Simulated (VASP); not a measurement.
A run of VASP 6.6.1 is set up as follows.

Contents of INCAR:

```
SYSTEM = Y
PREC = Accurate ; ENCUT = 520
EDIFF = 1E-6 ; ISMEAR = 0
SIGMA = 0.1 ; LREAL = .False.
LASPH = .True. ; NELM = 100
ALGO = Normal ; ISIF = 2
LWAVE = .False. ; LCHARG = .True.
GGA = PE ; LELF = .True.
LVHAR = .True. ; NBANDS = 12
```

The input KPOINTS:

```
regular mesh
0
Gamma
  14 14 14
  0 0 0
```

The input POSCAR:

```
Y
1.0
    0.0000000000      2.5315776660      2.5315776660
    2.5315776660      0.0000000000      2.5315776660
    2.5315776660      2.5315776660      0.0000000000
Y
1
Direct
    0.0000000000      0.0000000000      0.0000000000
```

Potentials or basis: VASP PAW PBE potentials, release 64 (Y_sv).

Launch:

```console
$ cat potpaw_PBE.64/Y_sv/POTCAR > POTCAR
$ mpirun -np 1 vasp_std > vasp.out
```

Task: Predict the pressure.

Result: -0.1 GPa.
